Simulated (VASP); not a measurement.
Input of a VASP 6.6.1 run:

File INCAR:

```
SYSTEM = BaTiO3
PREC     = Accurate       ! precision mode
ENCUT    = 1340           ! plane-wave cutoff, eV
EDIFF    = 1E-6           ! SCF threshold, eV
ISMEAR   = 0              ! smearing method
SIGMA    = 0.05           ! smearing width, eV
LREAL    = .FALSE.        ! projectors in reciprocal space
LASPH    = .TRUE.         ! aspherical terms in the spheres
NELM     = 120            ! most SCF steps
ALGO     = Normal         ! electronic algorithm
ISIF     = 2              ! what is computed and relaxed
LWAVE    = .FALSE.        ! write WAVECAR
LCHARG   = .FALSE.        ! write CHGCAR
GGA      = PE             ! functional
NBANDS   = 28             ! bands
GGA_COMPAT= .FALSE.
```

The input KPOINTS:

```
regular mesh
0
G
  8 8 8
  0 0 0
```

POSCAR

```
BaTiO3
1.0
    3.6976933126      0.0000000000      0.0000000000
    0.0000000000      3.6976933126      0.0000000000
    0.0000000000      0.0000000000      4.3408238260
Ba Ti O
1 1 3
Direct
    0.0000000000      0.0000000000      0.0000000000
    0.5000000000      0.5000000000      0.5000000000
    0.5000000000      0.5000000000      0.0000000000
    0.5000000000      0.0000000000      0.5000000000
    0.0000000000      0.5000000000      0.5000000000
```

Potentials or basis: VASP PAW PBE potentials, release 64 (Ba_sv, Ti_sv, O_h).

Run with:

```sh
$ cat potpaw_PBE.64/Ba_sv/POTCAR potpaw_PBE.64/Ti_sv/POTCAR potpaw_PBE.64/O_h/POTCAR > POTCAR
$ mpirun -np 1 vasp_std > vasp.out
```

**Question.** Estimate the band gap on the k mesh.

**Answer.** 1.57 eV (least direct gap 1.77 eV).

**Question.** Estimate the pressure.

**Answer.** 27.8 GPa.

Stress tensor (GPa, compression positive):
```
41.67  0.00  0.00
 0.00 41.67  0.00
 0.00  0.00  0.06
```

Caveat: the cell differs from its parent crystal (strain -0.080 along x and y, +0.080 along z); the stress differs along the axes, from 0 to 42 GPa; spin-orbit coupling is left out, which moves the levels of the heavy elements. A k mesh can miss the band edges.
